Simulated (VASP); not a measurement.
# Nb (Im-3m) in VASP: a series of runs, part 2 of 2

VASP 6.6.1. Earlier steps stand in the parts before.

## (4) Single point, r2SCAN (19.13 Å³/atom)

This run uses another cell than the first one, of 19.13 Å³/atom.

The input, POSCAR:

```
Nb
1.0
   -1.6846877643      1.6846877643      1.6846877643
    1.6846877643     -1.6846877643      1.6846877643
    1.6846877643      1.6846877643     -1.6846877643
Nb
1
Direct
    0.0000000000      0.0000000000      0.0000000000
```

The input, INCAR.step1:

```
SYSTEM = Nb
ALGO     = Normal         ! electronic algorithm
EDIFF    = 1E-4           ! SCF threshold, eV
ENCUT    = 520            ! plane-wave cutoff, eV
GGA      = PE             ! functional
ISMEAR   = 0              ! smearing method
LASPH    = .TRUE.         ! aspherical terms in the spheres
LCHARG   = .FALSE.        ! write CHGCAR
LREAL    = .FALSE.        ! projectors in reciprocal space
LWAVE    = .TRUE.         ! write WAVECAR
NBANDS   = 12             ! bands
NELM     = 80             ! most SCF steps
PREC     = Accurate       ! precision mode
SIGMA    = 0.1            ! smearing width, eV
```

The input, INCAR.step2:

```
SYSTEM = Nb
ALGO     = Normal         ! electronic algorithm
EDIFF    = 1E-6           ! SCF threshold, eV
ENCUT    = 520            ! plane-wave cutoff, eV
ISIF     = 2              ! what is computed and relaxed
ISMEAR   = 0              ! smearing method
ISTART   = 1            
LASPH    = .TRUE.         ! aspherical terms in the spheres
LCHARG   = .FALSE.        ! write CHGCAR
LMIXTAU  = .TRUE.       
LREAL    = .FALSE.        ! projectors in reciprocal space
LWAVE    = .FALSE.        ! write WAVECAR
METAGGA  = R2SCAN         ! meta-GGA
NBANDS   = 12             ! bands
NELM     = 80             ! most SCF steps
PREC     = Accurate       ! precision mode
SIGMA    = 0.1            ! smearing width, eV
```

The input, KPOINTS:

```
k-points
0
G
  18 18 18
  0 0 0
```

Potentials or basis: VASP PAW PBE potentials, release 64 (Nb_sv).

On the command line:

```
$ cat potpaw_PBE.64/Nb_sv/POTCAR > POTCAR
$ cp INCAR.step1 INCAR
$ mpirun -np 1 vasp_std > vasp.out
$ cp INCAR.step2 INCAR
$ mpirun -np 1 vasp_std > vasp.out
```

OUTCAR:

```text
SYSTEM = Nb
   EDIFF = 1E-6
   ENCUT = 520
   ISIF = 2
   ISMEAR = 0
   ISTART = 1
   LASPH = .TRUE.
   LREAL = .FALSE.
   METAGGA = R2SCAN
   NELM = 80
   PREC = Accurate

 ion  position               nearest neighbor table
   1  0.000  0.000  0.000-

  LATTYP: Found a body centered cubic cell.
 ALAT       =     3.3693755286

  Lattice vectors:

 A1 = (  -1.6846877643,   1.6846877643,   1.6846877643)
 A2 = (   1.6846877643,  -1.6846877643,   1.6846877643)
[... 540 lines left out ...]
     12      23.0888      0.00000

 [... further k-points ...]

------------------------ aborting loop because EDIFF is reached ----------------------------------------

  FORCE on cell =-STRESS in cart. coord.  units (eV):
  Direction    XX          YY          ZZ          XY          YZ          ZX
  --------------------------------------------------------------------------------------
  -------------------------------------------------------------------------------------
  Total       -1.1251072     -1.1251072     -1.1251072     -0.0000000     -0.0000000      0.0000000
  in kB      -94.2510593    -94.2510593    -94.2510593     -0.0000000     -0.0000000      0.0000000
  external PRESSURE =     -94.2510593 kB  Pullay stress =       0.0000000 kB

 VOLUME and BASIS-vectors are now :
 -----------------------------------------------------------------------------
  energy-cutoff  :      520.00
  volume of cell :       19.13
      direct lattice vectors                 reciprocal lattice vectors
    -1.684687764  1.684687764  1.684687764     0.000000000  0.296790901  0.296790901
     1.684687764 -1.684687764  1.684687764     0.296790901  0.000000000  0.296790901
     1.684687764  1.684687764 -1.684687764     0.296790901  0.296790901  0.000000000

 POSITION                                       TOTAL-FORCE (eV/Angst)
 -----------------------------------------------------------------------------------
      0.00000      0.00000      0.00000        -0.000000     -0.000000      0.000000
 -----------------------------------------------------------------------------------
    total drift:                                0.000000      0.000000      0.000000

  FREE ENERGIE OF THE ION-ELECTRON SYSTEM (eV)
  ---------------------------------------------------
  free  energy   TOTEN  =       -24.8132608615 eV

  energy  without entropy=      -24.8056772468  energy(sigma->0) =      -24.80946905
```

OUTCAR.step1:

```text
SYSTEM = Nb
   EDIFF = 1E-4
   ENCUT = 520
   GGA = PE
   ISMEAR = 0
   LASPH = .TRUE.
[... 578 lines left out ...]
 -----------------------------------------------------------------------------------
      0.00000      0.00000      0.00000        -0.000000      0.000000     -0.000000
 -----------------------------------------------------------------------------------
    total drift:                                0.000000      0.000000     -0.000000

  FREE ENERGIE OF THE ION-ELECTRON SYSTEM (eV)
  ---------------------------------------------------
  free  energy   TOTEN  =       -10.1932046847 eV

  energy  without entropy=      -10.1846332655  energy(sigma->0) =      -10.18891898
```

It took 68 s on 1 thread of Intel Xeon 6975P-C (Granite Rapids), shared host; peak memory 0.17 GiB.

What came out:

* Free energy: -24.8133 eV
* Pressure: -9.4 GPa
* Band gap on the k mesh: zero (an odd number of electrons rules out a gap without spin polarisation)

Levels at points of the mesh, in eV from the Fermi level:
```
           k point  band 4  band 5  band 6  band 7  band 8  band 9
(0.00, 0.00, 0.00)  -30.90   -6.16    0.47    0.47    0.47    3.40
(0.50, 0.00, 0.00)  -30.91   -3.64   -1.52    1.97    3.38    4.05
(0.50, 0.50, 0.50)  -31.72   -3.52   -3.52    5.46    5.46    5.46
```

Caveat: the cell stands under tension; the PAW data sets were made with another functional, which shifts forces and pressure a little.

## (5) Relaxation of cell and atoms, r2SCAN

This run uses another cell than the first one, of 18.43 Å³/atom.

The input, POSCAR:

```
Nb
1.0
   -1.6639500000      1.6639500000      1.6639500000
    1.6639500000     -1.6639500000      1.6639500000
    1.6639500000      1.6639500000     -1.6639500000
Nb
1
Direct
    0.0000000000      0.0000000000      0.0000000000
```

The input, INCAR.step1:

```
SYSTEM = Nb
PREC = Accurate
ENCUT = 600
ISMEAR = 0
SIGMA = 0.1
LREAL = .False.
LASPH = .True.
NELM = 60
GGA = PE
ALGO = Normal
EDIFF = 1E-4
LWAVE = .True.
LCHARG = .False.
```

The input, INCAR.step2:

```
SYSTEM = Nb
PREC = Accurate
ENCUT = 600
EDIFF = 1E-6
ISMEAR = 0
SIGMA = 0.1
LREAL = .False.
LASPH = .True.
NELM = 60
ALGO = Normal
ISIF = 3
LWAVE = .False.
LCHARG = .False.
METAGGA = R2SCAN
LMIXTAU = .True.
IBRION = 2
NSW = 100
EDIFFG = -0.005
ISTART = 1
```

The input, KPOINTS:

```
Automatic mesh
0
Gamma
  18 18 18
  0 0 0
```

Potentials or basis: VASP PAW PBE potentials, release 64 (Nb_sv).

On the command line:

```
$ cat potpaw_PBE.64/Nb_sv/POTCAR > POTCAR
$ cp INCAR.step1 INCAR
$ mpirun -np 1 vasp_std > vasp.out
$ cp INCAR.step2 INCAR
$ mpirun -np 1 vasp_std > vasp.out
```

OUTCAR:

```text
SYSTEM = Nb
   PREC = Accurate
   ENCUT = 600
   EDIFF = 1E-6
   ISMEAR = 0
   LREAL = .False.
   LASPH = .True.
   NELM = 60
   ISIF = 3
   METAGGA = R2SCAN
   IBRION = 2
   NSW = 100
   EDIFFG = -0.005
   ISTART = 1

 ion  position               nearest neighbor table
   1  0.000  0.000  0.000-

  LATTYP: Found a body centered cubic cell.
 ALAT       =     3.3279000000

  Lattice vectors:

 A1 = (  -1.6639500000,   1.6639500000,   1.6639500000)
 A2 = (   1.6639500000,  -1.6639500000,   1.6639500000)
 A3 = (   1.6639500000,   1.6639500000,  -1.6639500000)

Analysis of symmetry for initial positions (statically):
=====================================================================
 Subroutine PRICEL returns:
 Original cell was already a primitive cell.

 Routine SETGRP: Setting up the symmetry group for a
 body centered cubic supercell.

 Subroutine GETGRP returns: Found 48 space group operations
 (whereof 48 operations were pure point group operations)
 out of a pool of 48 trial point group operations.

The static configuration has the point symmetry O_h .

Analysis of symmetry for dynamics (positions and initial velocities):
=====================================================================
 Subroutine PRICEL returns:
 Original cell was already a primitive cell.

 Routine SETGRP: Setting up the symmetry group for a
 body centered cubic supercell.

 Subroutine GETGRP returns: Found 48 space group operations
 (whereof 48 operations were pure point group operations)
 out of a pool of 48 trial point group operations.

The dynamic configuration has the point symmetry O_h .

 Subroutine INISYM returns: Found 48 space group operations
 (whereof 48 operations are pure point group operations),
 and found     1 'primitive' translations

----------------------------------------------------------------------------------------

                                     Primitive cell

  volume of cell :      18.4281

  direct lattice vectors                    reciprocal lattice vectors
    -1.663950000  1.663950000  1.663950000     0.000000000  0.300489798  0.300489798
     1.663950000 -1.663950000  1.663950000     0.300489798  0.000000000  0.300489798
     1.663950000  1.663950000 -1.663950000     0.300489798  0.300489798  0.000000000

  length of vectors
     2.882045941  2.882045941  2.882045941     0.424956748  0.424956748  0.424956748

  position of ions in fractional coordinates (direct lattice)
     0.000000000  0.000000000  0.000000000

  ion indices of the primitive-cell ions
   primitive index   ion index
                 1           1

----------------------------------------------------------------------------------------

 KPOINTS: Automatic mesh

Automatic generation of k-mesh.
 Grid dimensions read from file:
[... 47 lines left out ...]
   k-points           NKPTS =    195   k-points in BZ     NKDIM =    195   number of bands    NBANDS=     10
   number of dos      NEDOS =    301   number of ions     NIONS =      1
   total plane-waves  NPLWV =  13824
   dimension x,y,z NGX =    24 NGY =   24 NGZ =   24
   dimension x,y,z NGXF=    48 NGYF=   48 NGZF=   48
   ions per type =               1
   NGX,Y,Z   is equivalent  to a cutoff of  13.84, 13.84, 13.84 a.u.
   NGXF,Y,Z  is equivalent  to a cutoff of  27.69, 27.69, 27.69 a.u.
 SYSTEM =  Nb
   PREC   = accura    normal or accurate (medium, high low for compatibility)
   ISTART =      1    job   : 0-new  1-cont  2-samecut
   ICHARG =      0    charge: 1-file 2-atom 10-const
   ISPIN  =      1    spin polarized calculation?
   LNONCOLLINEAR =      F non collinear calculations
   LSORBIT =      F    spin-orbit coupling
   LASPH  =      T    aspherical Exc in radial PAW
   ENCUT  =  600.0 eV  44.10 Ry    6.64 a.u.   5.76  5.76  5.76*2*pi/ulx,y,z
   NELM   =     60;   NELMIN=  2; NELMDL=  0     # of ELM steps
   EDIFF  = 0.1E-05   stopping-criterion for ELM
   LREAL  =      F    real-space projection
   EDIFFG = -.5E-02   stopping-criterion for IOM
   NSW    =    100    number of steps for IOM
   IBRION =      2    ionic relax: 0-MD 1-quasi-New 2-CG
   NFREE  =      1    steps in history (QN), initial steepest desc. (CG)
   ISIF   =      3    stress and relaxation
   ISYM   =      2    0-nonsym 1-usesym 2-fastsym
   POTIM  = 0.5000    time-step for ionic-motion
   TEBEG  =    0.0;   TEEND  =   0.0 temperature during run
   PSTRESS=    0.0 pullay stress
   NELECT =      13.0000    total number of electrons
   NUPDOWN=      -1.0000    fix difference up-down
   EMIN   =  10.00;   EMAX   =-10.00  energy-range for DOS
   EFERMI =   0.00;   METHOD = LEGACY
   ISMEAR =     0;   SIGMA  =   0.10  broadening in eV -4-tet -1-fermi 0-gaus
   EFERMI_NEDOS =   21; number of points for ismear=-14 and -15
   IALGO  =     38    algorithm
   IMIX   =      4    mixing-type and parameters
     AMIX     =   0.40;   BMIX     =  1.00
     AMIX_MAG =   1.60;   BMIX_MAG =  1.00
  volume/ion in A,a.u.               =      18.43       124.36
  Fermi-wavevector in a.u.,A,eV,Ry     =   1.457345  2.753983 28.896790  2.123854
  Thomas-Fermi vector in A             =   2.574157
   LORBIT       =      0    0 simple, 1 ext, 2 COOP (PROOUT), +10 PAW based schemes
   METAGGA = R2SCAN    functional components
   LHFCALC =     F    Hartree Fock is set to
   AEXX    =    0.0000 exact exchange contribution
   IVDW    =     0    specifies the selected vdW correction
   LEPSILON=     F    determine dielectric tensor
   LRPA    =     F    only Hartree local field effects (RPA)
 conjugate gradient relaxation of ions
 non-spin polarized calculation
 Gauss-broadening in eV      SIGMA  =   0.10
  energy-cutoff  :      600.00
  volume of cell :       18.43
 maximum number of plane-waves:       632
   NGX = 11   NGY = 11   NGZ = 11

--------------------------------------- Ionic step        1  -------------------------------------------

 number of electron      12.9999999 magnetization

 Free energy of the ion-electron system (eV)
  ---------------------------------------------------
  ext. energy  EPLUGINS =         0.00000000
  ---------------------------------------------------
  free energy    TOTEN  =       -24.84063361 eV

  energy without entropy =      -24.83277348  energy(sigma->0) =      -24.83670355

------------------------ aborting loop because EDIFF is reached ----------------------------------------

  FORCE on cell =-STRESS in cart. coord.  units (eV):
  Direction    XX          YY          ZZ          XY          YZ          ZX
  --------------------------------------------------------------------------------------
  -------------------------------------------------------------------------------------
  Total       -0.4246928     -0.4246928     -0.4246928      0.0000000      0.0000000      0.0000000
  in kB      -36.9236526    -36.9236526    -36.9236526      0.0000000      0.0000000      0.0000000
  external PRESSURE =     -36.9236526 kB  Pullay stress =       0.0000000 kB
[... 92 lines left out ...]
--------------------------------------- Ionic step        4  -------------------------------------------

 number of electron      13.0000000 magnetization

 Free energy of the ion-electron system (eV)
  ---------------------------------------------------
  ext. energy  EPLUGINS =         0.00000000
  ---------------------------------------------------
  free energy    TOTEN  =       -24.84533135 eV

  energy without entropy =      -24.83737423  energy(sigma->0) =      -24.84135279

 E-fermi :  11.1042     XC(G=0): -13.6226

 val. band max:       11.1001394010   @ k =  -0.2222   0.2778   0.1111
 cond. band min:      11.1182003363   @ k =  -0.3333   0.4444   0.0556
 fundamental gap:      0.0180609353
 Fermi energy:        11.1041543811

 k-point     1 :       0.0000    0.0000    0.0000
  band No.  band energies     occupation
      1     -45.0331      2.00000
      2     -19.5735      2.00000
      3     -19.5735      2.00000
      4     -19.5735      2.00000
      5       4.8390      2.00000
      6      11.5689      0.00000
      7      11.5689      0.00000
      8      11.5689      0.00000
      9      14.6896      0.00000
     10      14.6896      0.00000
[... 287 lines left out ...]
 k-point    24 :       0.3889    0.1111    0.0000
  band No.  band energies     occupation
      1     -44.7649      2.00000
      2     -20.9284      2.00000
      3     -20.0662      2.00000
      4     -19.6494      2.00000
      5       7.6275      2.00000
      6       9.5514      2.00000
      7      12.2132      0.00000
      8      14.5380      0.00000
      9      15.6711      0.00000
     10      18.1425      0.00000

 [... further k-points ...]

------------------------ aborting loop because EDIFF is reached ----------------------------------------

  FORCE on cell =-STRESS in cart. coord.  units (eV):
  Direction    XX          YY          ZZ          XY          YZ          ZX
  --------------------------------------------------------------------------------------
  -------------------------------------------------------------------------------------
  Total        0.0036076      0.0036076      0.0036076      0.0000000     -0.0000000      0.0000000
  in kB        0.3206770      0.3206770      0.3206770      0.0000000     -0.0000000      0.0000000
  external PRESSURE =       0.3206770 kB  Pullay stress =       0.0000000 kB
[... 16 lines left out ...]
  FREE ENERGIE OF THE ION-ELECTRON SYSTEM (eV)
  ---------------------------------------------------
  free  energy   TOTEN  =       -24.8453313463 eV

  energy  without entropy=      -24.8373742293  energy(sigma->0) =      -24.84135279

 reached required accuracy - stopping structural energy minimisation
```

OUTCAR.step1:

```text
SYSTEM = Nb
   PREC = Accurate
   ENCUT = 600
   ISMEAR = 0
   LREAL = .False.
   LASPH = .True.
   NELM = 60
[... 528 lines left out ...]
 -----------------------------------------------------------------------------------
      0.00000      0.00000      0.00000        -0.000000     -0.000000      0.000000
 -----------------------------------------------------------------------------------
    total drift:                                0.000000      0.000000      0.000000

  FREE ENERGIE OF THE ION-ELECTRON SYSTEM (eV)
  ---------------------------------------------------
  free  energy   TOTEN  =       -10.2172199619 eV

  energy  without entropy=      -10.2086994255  energy(sigma->0) =      -10.21295969
```

OSZICAR.step1:

```text
N       E                     dE             d eps       ncg     rms          rms(c)
DAV:   1     0.127522641889E+03    0.12752E+03   -0.81158E+03  3916   0.144E+03
DAV:   2    -0.458648737511E+01   -0.13211E+03   -0.12913E+03  4164   0.473E+02
DAV:   3    -0.103098880091E+02   -0.57234E+01   -0.54134E+01  5798   0.834E+01
DAV:   4    -0.106487770496E+02   -0.33889E+00   -0.33372E+00  5528   0.182E+01
DAV:   5    -0.106616912659E+02   -0.12914E-01   -0.12896E-01  5922   0.288E+00    0.687E+00
DAV:   6    -0.102585760369E+02    0.40312E+00   -0.80637E-01  6036   0.120E+01    0.239E+00
DAV:   7    -0.102120417355E+02    0.46534E-01   -0.24097E-01  6100   0.652E+00    0.968E-01
DAV:   8    -0.102171464124E+02   -0.51047E-02   -0.12484E-02  4456   0.172E+00    0.581E-02
DAV:   9    -0.102171997347E+02   -0.53322E-04   -0.12091E-03  7072   0.420E-01    0.465E-02
DAV:  10    -0.102172199619E+02   -0.20227E-04   -0.23644E-05  2296   0.844E-02
   1 F= -.10217220E+02 E0= -.10212960E+02  d E =-.852054E-02
```

Run time: 2.7 min. Hardware: 1 thread of Intel Xeon 6975P-C (Granite Rapids), shared host; peak memory 0.18 GiB.

Results:

```
Free energy                           : -24.8453 eV
Relaxed volume                        : 18.02 Å³/atom
Relaxed cell                          : a = 2.861 Å, b = 2.861 Å, c = 2.861 Å, α = 109.47°, β = 109.47°, γ = 109.47°
Space group after relaxing (to 0.1 Å) : Im-3m (No. 229)
Energy gained by relaxing             : 4.7 meV/atom
Ionic steps                           : 4
Pressure after relaxing               : 0.0 GPa
Band gap on the k mesh                : zero (an odd number of electrons rules out a gap without spin polarisation)
```

Step by step:
```csv
step,energy change (eV),largest force (eV/Å),pressure (GPa),volume (Å³)
1,0.0000,0.0000,-3.69,18.43
2,0.0114,0.0000,7.48,17.32
3,-0.0047,0.0000,-0.06,18.03
4,-0.0047,0.0000,0.03,18.02
```

Final structure:
```
Nb
1.0
    -1.65172    1.65172    1.65172
     1.65172   -1.65172    1.65172
     1.65172    1.65172   -1.65172
Nb
1
Direct
  0.00000 0.00000 0.00000
```

Caveat: the PAW data sets were made with another functional, which shifts forces and pressure a little.

## (6) Summary

| task | cell | cutoff (eV) | gap on the mesh (eV) | pressure (GPa) |
| --- | --- | --- | --- | --- |
| single point | a = 2.862 Å, angles 109.5°, 1 atom | 520 | none | -0.2 |
| single point | a = 2.890 Å, angles 109.5°, 1 atom | 520 | none | -5.1 |
| single point | a = 2.918 Å, angles 109.5°, 1 atom | 520 | none | -9.4 |
| relaxation of cell and atoms | relaxed from a = 2.882 Å, angles 109.5°, 1 atom | 600 | none | 0.0 |

Alike in all rows: level r2SCAN; potentials or basis VASP PAW PBE potentials, release 64 (Nb_sv); no spin polarisation; k mesh 18 × 18 × 18; smearing gaussian 0.1 eV.

Caveats: the PAW data sets were made with another functional, which shifts forces and pressure a little; the cell stands under tension (at least some runs).

Absolute energies hang on the potentials; compare differences alone.
